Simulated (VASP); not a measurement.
# HfN (F-43m) in VASP: notebook

HfN is run at these levels: LDA; tasks: single point.

Everything below comes from runs of VASP 6.6.1. Logs are shortened: lines on timing, memory, paths and dates and some standing lists are left out, and cuts for length are marked.

**1. The cell of the first run**

The structure is cubic, space group F-43m (No. 216). Conventional cell: a = 4.761 Å, b = 4.761 Å, c = 4.761 Å, α = 90.00°, β = 90.00°, γ = 90.00°. Hf (site symmetry -43m) has 4 N at 2.06 Å within 2.7 Å. N (site symmetry -43m) has 4 Hf at 2.06 Å within 2.7 Å.

**2. Single point, LDA**

INCAR reads:

```
PREC     = Accurate       # precision mode
ENCUT    = 520            # plane-wave cutoff, eV
EDIFF    = 1E-7           # SCF threshold, eV
ISMEAR   = 1              # smearing method
SIGMA    = 0.05           # smearing width, eV
LREAL    = False          # projectors in reciprocal space
LASPH    = True           # aspherical terms in the spheres
NELM     = 100            # most SCF steps
ALGO     = Normal         # electronic algorithm
ISIF     = 2              # what is computed and relaxed
LWAVE    = False          # write WAVECAR
LCHARG   = False          # write CHGCAR
NBANDS   = 14             # bands
```

KPOINTS reads:

```
regular mesh
0
Gamma
  11 11 11
```

POSCAR reads:

```
HfN
1.0
    0.0000000000      2.3803122191      2.3803122191
    2.3803122191      0.0000000000      2.3803122191
    2.3803122191      2.3803122191      0.0000000000
Hf N
1 1
Direct
    0.0000000000      0.0000000000      0.0000000000
    0.7500000000      0.7500000000      0.7500000000
```

Potentials or basis: VASP PAW LDA potentials, release 64 (Hf_pv, N).

Launch:

```bash
cat potpaw_LDA.64/Hf_pv/POTCAR potpaw_LDA.64/N/POTCAR > POTCAR
mpirun -np 1 vasp_std > vasp.out
```

OUTCAR:

```text
PREC = Accurate
   ENCUT = 520
   EDIFF = 1E-7
   ISMEAR = 1
   LREAL = False
   LASPH = True
   NELM = 100
   ISIF = 2

 ion  position               nearest neighbor table
   1  0.000  0.000  0.000-   2 2.06   2 2.06   2 2.06   2 2.06
   2  0.750  0.750  0.750-   1 2.06   1 2.06   1 2.06   1 2.06

  LATTYP: Found a face centered cubic cell.
 ALAT       =     4.7606244382

  Lattice vectors:

 A1 = (   0.0000000000,   2.3803122191,   2.3803122191)
 A2 = (   2.3803122191,   0.0000000000,   2.3803122191)
 A3 = (   2.3803122191,   2.3803122191,   0.0000000000)

Analysis of symmetry for initial positions (statically):
=====================================================================
 Subroutine PRICEL returns:
 Original cell was already a primitive cell.

 Routine SETGRP: Setting up the symmetry group for a
 face centered cubic supercell.

 Subroutine GETGRP returns: Found 24 space group operations
 (whereof 24 operations were pure point group operations)
 out of a pool of 48 trial point group operations.

The static configuration has the point symmetry T_d .

Analysis of symmetry for dynamics (positions and initial velocities):
=====================================================================
 Subroutine PRICEL returns:
 Original cell was already a primitive cell.

 Routine SETGRP: Setting up the symmetry group for a
 face centered cubic supercell.

 Subroutine GETGRP returns: Found 24 space group operations
 (whereof 24 operations were pure point group operations)
 out of a pool of 48 trial point group operations.

The dynamic configuration has the point symmetry T_d .

 Subroutine INISYM returns: Found 24 space group operations
 (whereof 24 operations are pure point group operations),
 and found     1 'primitive' translations

----------------------------------------------------------------------------------------

                                     Primitive cell

  volume of cell :      26.9732

  direct lattice vectors                    reciprocal lattice vectors
     0.000000000  2.380312219  2.380312219    -0.210056477  0.210056477  0.210056477
     2.380312219  0.000000000  2.380312219     0.210056477 -0.210056477  0.210056477
     2.380312219  2.380312219  0.000000000     0.210056477  0.210056477 -0.210056477

  length of vectors
     3.366269823  3.366269823  3.366269823     0.363828491  0.363828491  0.363828491

  position of ions in fractional coordinates (direct lattice)
     0.000000000  0.000000000  0.000000000
     0.750000000  0.750000000  0.750000000

  ion indices of the primitive-cell ions
   primitive index   ion index
                 1           1
                 2           2

----------------------------------------------------------------------------------------

 KPOINTS: regular mesh

Automatic generation of k-mesh.
 Grid dimensions read from file:
 generate k-points for:   11   11   11

 Generating k-lattice:

  Cartesian coordinates                     Fractional coordinates (reciprocal lattice)
    -0.019096043  0.019096043  0.019096043     0.090909091  0.000000000  0.000000000
     0.019096043 -0.019096043  0.019096043     0.000000000  0.090909091  0.000000000
     0.019096043  0.019096043 -0.019096043     0.000000000  0.000000000  0.090909091

  Length of vectors
     0.033075317  0.033075317  0.033075317

  Shift w.r.t. Gamma in fractional coordinates (k-lattice)
     0.000000000  0.000000000  0.000000000

 Subroutine IBZKPT returns following result:
 ===========================================

 Found     56 irreducible k-points:

 Following reciprocal coordinates:
            Coordinates               Weight
  0.000000  0.000000  0.000000      1.000000
  0.090909  0.000000  0.000000      8.000000
  0.181818  0.000000  0.000000      8.000000
  0.272727  0.000000  0.000000      8.000000
  0.363636  0.000000  0.000000      8.000000
  0.454545  0.000000  0.000000      8.000000
[... 16 lines left out ...]
 -0.272727  0.181818  0.000000     24.000000
 -0.181818  0.181818  0.000000     12.000000
 [... further k-points ...]
   k-points           NKPTS =     56   k-points in BZ     NKDIM =     56   number of bands    NBANDS=     14
   number of dos      NEDOS =    301   number of ions     NIONS =      2
   total plane-waves  NPLWV =  21952
   dimension x,y,z NGX =    28 NGY =   28 NGZ =   28
   dimension x,y,z NGXF=    56 NGYF=   56 NGZF=   56
   ions per type =               1   1
   NGX,Y,Z   is equivalent  to a cutoff of  13.83, 13.83, 13.83 a.u.
   NGXF,Y,Z  is equivalent  to a cutoff of  27.66, 27.66, 27.66 a.u.
 SYSTEM =  unknown system
   PREC   = accura    normal or accurate (medium, high low for compatibility)
   ISTART =      0    job   : 0-new  1-cont  2-samecut
   ICHARG =      2    charge: 1-file 2-atom 10-const
   ISPIN  =      1    spin polarized calculation?
   LNONCOLLINEAR =      F non collinear calculations
   LSORBIT =      F    spin-orbit coupling
   LASPH  =      T    aspherical Exc in radial PAW
   ENCUT  =  520.0 eV  38.22 Ry    6.18 a.u.   6.26  6.26  6.26*2*pi/ulx,y,z
   NELM   =    100;   NELMIN=  2; NELMDL= -5     # of ELM steps
   EDIFF  = 0.1E-06   stopping-criterion for ELM
   LREAL  =      F    real-space projection
   EDIFFG = 0.1E-05   stopping-criterion for IOM
   NSW    =      0    number of steps for IOM
   IBRION =     -1    ionic relax: 0-MD 1-quasi-New 2-CG
   NFREE  =      0    steps in history (QN), initial steepest desc. (CG)
   ISIF   =      2    stress and relaxation
   ISYM   =      2    0-nonsym 1-usesym 2-fastsym
   POTIM  = 0.5000    time-step for ionic-motion
   TEBEG  =    0.0;   TEEND  =   0.0 temperature during run
   PSTRESS=    0.0 pullay stress
   NELECT =      15.0000    total number of electrons
   NUPDOWN=      -1.0000    fix difference up-down
   EMIN   =  10.00;   EMAX   =-10.00  energy-range for DOS
   EFERMI =   0.00;   METHOD = LEGACY
   ISMEAR =     1;   SIGMA  =   0.05  broadening in eV -4-tet -1-fermi 0-gaus
   EFERMI_NEDOS =   21; number of points for ismear=-14 and -15
   IALGO  =     38    algorithm
   IMIX   =      4    mixing-type and parameters
     AMIX     =   0.40;   BMIX     =  1.00
     AMIX_MAG =   1.60;   BMIX_MAG =  1.00
  volume/ion in A,a.u.               =      13.49        91.01
  Fermi-wavevector in a.u.,A,eV,Ry     =   1.346257  2.544057 24.659309  1.812408
  Thomas-Fermi vector in A             =   2.474104
   LORBIT       =      0    0 simple, 1 ext, 2 COOP (PROOUT), +10 PAW based schemes
   GGA     = CA    functional components
   LHFCALC =     F    Hartree Fock is set to
   AEXX    =    0.0000 exact exchange contribution
   IVDW    =     0    specifies the selected vdW correction
   LEPSILON=     F    determine dielectric tensor
   LRPA    =     F    only Hartree local field effects (RPA)
 non-spin polarized calculation
 Methfessel and Paxton  Order N= 1 SIGMA  =   0.05
  energy-cutoff  :      520.00
  volume of cell :       26.97
 maximum number of plane-waves:       745
 NGX is ok and might be reduce to    28
   NGX = 13   NGY = 13   NGZ = 13

 number of electron      14.9999999 magnetization

 Free energy of the ion-electron system (eV)
  ---------------------------------------------------
  ext. energy  EPLUGINS =         0.00000000
  ---------------------------------------------------
  free energy    TOTEN  =       -23.02917498 eV

  energy without entropy =      -23.02924701  energy(sigma->0) =      -23.02919899

 E-fermi :   6.2177     XC(G=0): -11.9484

 val. band max:        6.1828492757   @ k =   0.4545   0.2727   0.0909
 cond. band min:       6.3757702484   @ k =   0.0909   0.0000   0.0000
 fundamental gap:      0.1929209727
 Fermi energy:         6.2177497625

 k-point     1 :       0.0000    0.0000    0.0000
  band No.  band energies     occupation
      1     -24.2978      2.00000
      2     -24.2978      2.00000
      3     -24.2978      2.00000
      4     -10.0687      2.00000
      5       0.4219      2.00000
      6       0.4219      2.00000
      7       0.4219      2.00000
      8       5.9243      2.00000
      9       8.6579      0.00000
     10       8.6579      0.00000
     11      13.4631      0.00000
     12      13.4631      0.00000
     13      13.4631      0.00000
     14      18.1411      0.00000

 k-point     2 :       0.0909    0.0000    0.0000
  band No.  band energies     occupation
      1     -24.3571      2.00000
      2     -24.3051      2.00000
      3     -24.3051      2.00000
      4      -9.9441      2.00000
      5       0.2531      2.00000
      6       0.4918      2.00000
      7       0.4918      2.00000
      8       6.3758     -0.00007
      9       8.4979      0.00000
     10       8.4979      0.00000
     11      13.2296      0.00000
     12      13.7170      0.00000
     13      13.7170      0.00000
     14      18.1380      0.00000

 k-point     3 :       0.1818    0.0000    0.0000
  band No.  band energies     occupation
      1     -24.5122      2.00000
      2     -24.3248      2.00000
      3     -24.3248      2.00000
      4      -9.6233      2.00000
      5      -0.0230      2.00000
      6       0.6687      2.00000
      7       0.6687      2.00000
      8       7.3950      0.00000
      9       8.2442      0.00000
     10       8.2442      0.00000
     11      12.7735      0.00000
     12      14.0898      0.00000
     13      14.0898      0.00000
     14      17.0009      0.00000
[... 324 lines left out ...]
 k-point    23 :      -0.2727    0.1818    0.0000
  band No.  band energies     occupation
      1     -24.8118      2.00000
      2     -24.5101      2.00000
      3     -24.3742      2.00000
      4      -8.7882      2.00000
      5       0.1340      2.00000
      6       0.9174      2.00000
      7       1.1953      2.00000
      8       7.6088      0.00000
      9       7.9456      0.00000
     10       9.0863      0.00000
     11      12.4793      0.00000
     12      13.4294      0.00000
     13      14.1779      0.00000
     14      15.8818      0.00000

 k-point    24 :      -0.1818    0.1818    0.0000
  band No.  band energies     occupation
      1     -24.6963      2.00000
      2     -24.4509      2.00000
      3     -24.3454      2.00000
      4      -9.0920      2.00000
      5      -0.1484      2.00000
      6       0.9552      2.00000
      7       0.9598      2.00000
      8       7.4543      0.00000
      9       8.3700      0.00000
     10       8.8571      0.00000
     11      12.3281      0.00000
     12      13.6992      0.00000
     13      14.5489      0.00000
     14      16.0949      0.00000

 [... further k-points ...]
[... 5 lines left out ...]
  --------------------------------------------------------------------------------------
  -------------------------------------------------------------------------------------
  Total        1.6901705      1.6901705      1.6901705     -0.0000000      0.0000000      0.0000000
  in kB      100.3943650    100.3943650    100.3943650     -0.0000000      0.0000000      0.0000000
  external PRESSURE =     100.3943650 kB  Pullay stress =       0.0000000 kB

 VOLUME and BASIS-vectors are now :
 -----------------------------------------------------------------------------
  energy-cutoff  :      520.00
  volume of cell :       26.97
      direct lattice vectors                 reciprocal lattice vectors
     0.000000000  2.380312219  2.380312219    -0.210056477  0.210056477  0.210056477
     2.380312219  0.000000000  2.380312219     0.210056477 -0.210056477  0.210056477
     2.380312219  2.380312219  0.000000000     0.210056477  0.210056477 -0.210056477

 POSITION                                       TOTAL-FORCE (eV/Angst)
 -----------------------------------------------------------------------------------
      0.00000      0.00000      0.00000         0.000000     -0.000000     -0.000000
      3.57047      3.57047      3.57047        -0.000000      0.000000      0.000000
 -----------------------------------------------------------------------------------
    total drift:                                0.000000      0.000000      0.000000

  FREE ENERGIE OF THE ION-ELECTRON SYSTEM (eV)
  ---------------------------------------------------
  free  energy   TOTEN  =       -23.0291749780 eV

  energy  without entropy=      -23.0292470086  energy(sigma->0) =      -23.02919899
```

Run time: 31 s. Hardware: 1 thread of Intel Xeon Platinum 8259CL at 2.50GHz (Skylake/Cascade Lake), shared host; peak memory 0.16 GiB.

Results:

```yaml
Free_energy: -23.0292 eV
Pressure: 10.0 GPa
```

Caveat: spin-orbit coupling is left out, which moves the levels of the heavy elements.

**3. Single point, LDA**

This run uses another cell than the first one, of 13.94 Å³/atom, 1.034 times its volume.

INCAR reads:

```
PREC = Accurate ; ENCUT = 520
EDIFF = 1E-6 ; ISMEAR = 1
SIGMA = 0.05 ; LREAL = False
LASPH = True ; NELM = 80
ALGO = Normal ; ISIF = 2
LWAVE = False ; LCHARG = False
GGA = CA ; NBANDS = 14
```

KPOINTS is that of step 2.

POSCAR reads:

```
HfN
1.0
    0.0000000000      2.4068844856      2.4068844856
    2.4068844856      0.0000000000      2.4068844856
    2.4068844856      2.4068844856      0.0000000000
Hf N
1 1
Direct
    0.0000000000      0.0000000000      0.0000000000
    0.7500000000      0.7500000000      0.7500000000
```

Potentials or basis: VASP PAW LDA potentials, release 64 (Hf_pv, N).

Launch:

```bash
cat potpaw_LDA.64/Hf_pv/POTCAR potpaw_LDA.64/N/POTCAR > POTCAR
mpirun -np 1 vasp_std > vasp.out
```

Wall time 26 s (1 thread of Intel Xeon Platinum 8259CL at 2.50GHz (Skylake/Cascade Lake), shared host); peak memory 0.15 GiB.

Results (log left out):

* Free energy: -23.0630 eV
* Pressure: 1.9 GPa

Levels at points of the mesh, in eV from the Fermi level:
| k point | band 5 | band 6 | band 7 | band 8 | band 9 | band 10 |
| --- | --- | --- | --- | --- | --- | --- |
| (0.00, 0.00, 0.00) | -5.64 | -5.64 | -5.64 | -0.39 | 2.35 | 2.35 |

Caveat: spin-orbit coupling is left out, which moves the levels of the heavy elements.

**4. Single point, LDA**

This run uses another cell than the first one, of 13.76 Å³/atom, 1.021 times its volume.

INCAR reads:

```
SYSTEM = HfN
  PREC = Accurate
  ENCUT = 520
  EDIFF = 1E-6
  ISMEAR = 1
  SIGMA = 0.05
  LREAL = .False.
  LASPH = .True.
  NELM = 100
  ALGO = Normal
  ISIF = 2
  LWAVE = .False.
  LCHARG = .False.
  NBANDS = 14
```

KPOINTS reads:

```
Automatic mesh
0
Gamma
  11 11 11
  0 0 0
```

POSCAR reads:

```
HfN
1.0
    0.0000000000      2.3964728837      2.3964728837
    2.3964728837      0.0000000000      2.3964728837
    2.3964728837      2.3964728837      0.0000000000
Hf N
1 1
Direct
    0.0000000000      0.0000000000      0.0000000000
    0.7500000000      0.7500000000      0.7500000000
```

Launch:

```bash
cat potpaw_LDA.64/Hf_pv/POTCAR potpaw_LDA.64/N/POTCAR > POTCAR
mpirun -np 1 vasp_std > vasp.out
```

It took 28 s on 1 thread of Intel Xeon Platinum 8259CL at 2.50GHz (Skylake/Cascade Lake), shared host; peak memory 0.16 GiB.

It converged, with:

```
Free energy : -23.0552 eV
Pressure    : 4.9 GPa
```

Levels at points of the mesh, in eV from the Fermi level:
```
           k point  band 4  band 5  band 6  band 7  band 8  band 9  band 10  band 11
(0.00, 0.00, 0.00)  -16.19   -5.70   -5.70   -5.70   -0.35    2.39     2.39     7.11
```

Caveat: spin-orbit coupling is left out, which moves the levels of the heavy elements.

**5. Single point, LDA**

This run uses another cell than the first one, of 14.20 Å³/atom, 1.053 times its volume.

Changes to INCAR since step 4:

```diff
@@ -8,3 +8,3 @@
   LASPH = .True.
-  NELM = 100
+  NELM = 60
   ALGO = Normal
```

KPOINTS reads:

```
regular mesh
0
Gamma
  11 11 11
  0 0 0
```

POSCAR reads:

```
HfN
1.0
    0.0000000000      2.4217808465      2.4217808465
    2.4217808465      0.0000000000      2.4217808465
    2.4217808465      2.4217808465      0.0000000000
Hf N
1 1
Direct
    0.0000000000      0.0000000000      0.0000000000
    0.7500000000      0.7500000000      0.7500000000
```

Launch:

```bash
cat potpaw_LDA.64/Hf_pv/POTCAR potpaw_LDA.64/N/POTCAR > POTCAR
mpirun -np 1 vasp_std > vasp.out
```

It took 28 s on 1 thread of Intel Xeon Platinum 8259CL at 2.50GHz (Skylake/Cascade Lake), shared host; peak memory 0.15 GiB.

It converged, with:

```
Free energy : -23.0627 eV
Pressure    : -2.2 GPa
```

Levels at points of the mesh, in eV from the Fermi level:
| k point | band 3 | band 4 | band 5 | band 6 | band 7 | band 8 | band 9 | band 10 | band 11 | band 12 |
| --- | --- | --- | --- | --- | --- | --- | --- | --- | --- | --- |
| (0.00, 0.00, 0.00) | -30.70 | -16.03 | -5.55 | -5.55 | -5.55 | -0.43 | 2.31 | 2.31 | 6.90 | 6.90 |

Caveat: spin-orbit coupling is left out, which moves the levels of the heavy elements.

**6. The runs side by side**

```csv
cell,gap on the mesh (eV),pressure (GPa)
"a = 3.366 Å, angles 60.0°, 2 atoms",none,10.0
"a = 3.404 Å, angles 60.0°, 2 atoms",none,1.9
"a = 3.389 Å, angles 60.0°, 2 atoms",none,4.9
"a = 3.425 Å, angles 60.0°, 2 atoms",none,-2.2
```

Alike in all rows: task single point; level LDA; potentials or basis VASP PAW LDA potentials, release 64 (Hf_pv, N); no spin polarisation; k mesh 11 × 11 × 11; cutoff (eV) 520; smearing methfessel-paxton 0.05 eV.

Caveats: spin-orbit coupling is left out, which moves the levels of the heavy elements.

Total energies depend on the potentials used, so only differences within one code and one set of settings carry meaning.
